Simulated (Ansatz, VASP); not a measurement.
**Cu in VASP and in Ansatz**

File INCAR:

```
SYSTEM = Cu
PREC = Accurate
ENCUT = 520
EDIFF = 1E-6
ISMEAR = 0
SIGMA = 0.015
LREAL = .False.
LASPH = .True.
NELM = 100
ALGO = Normal
ISIF = 2
LWAVE = .False.
LCHARG = .False.
GGA = PE
NBANDS = 18
```

The input KPOINTS:

```
regular mesh
0
Gamma
  12 12 7
  0 0 0
```

File POSCAR:

```
Cu
1.0
    2.5340966698      0.0000000000      0.0000000000
   -1.2670483349      2.1945920917      0.0000000000
    0.0000000000      0.0000000000      4.1125710000
Cu
2
Direct
    0.6666666667      0.3333333333      0.7500000000
    0.3333333333      0.6666666667      0.2500000000
```

File input.yaml:

```yaml
crystal:
  lattice:
    - [2.5340966698, 0.0, 0.0]
    - [-1.2670483349, 2.1945920917, 0.0]
    - [0.0, 0.0, 4.112571]
  atoms:
    - { symbol: Cu, position: [0.6666666667, 0.3333333333, 0.75] }
    - { symbol: Cu, position: [0.3333333333, 0.6666666667, 0.25] }
hamiltonian:
  xc: pbe
  pseudopotentials: { kind: paw }
kpoints:
  mp_grid: { grid: [12, 12, 7] }
scf:
  occupations: { method: gaussian, width: 0.015 }
output:
  forces: true
  stress: true
  eigenvalues: true
```

Alike in both runs: task single point; functional PBE; k mesh 12 × 12 × 7; occupations gaussian, width 0.015 eV; no spin polarisation.

|  | VASP | Ansatz |
| --- | --- | --- |
| version | VASP 6.6.1 | Ansatz 0.2.0 |
| potentials or method | VASP PAW PBE potentials, release 64 (Cu) | Ansatz PAW |
| plane-wave cutoff (eV) | 520 | 420 |
| valence electrons in the cell | 22 | 38 |

VASP gave:

```
gap on the k mesh at the Fermi level (eV)                     : none
pressure (GPa)                                                : 7.9
traceless stress, the component that is largest in VASP (GPa) : 0.07
```

Problem. Estimate Ansatz's values.

Solution. gap on the k mesh at the Fermi level (eV): none; pressure (GPa): 7.3; traceless stress, the component that is largest in VASP (GPa): 0.22.

A gap of «none» marks a metal or a gap that the smearing closes. VASP's potentials hold 22 valence electrons a cell and Ansatz's 38, so a difference there can come from the potentials and not from the codes.
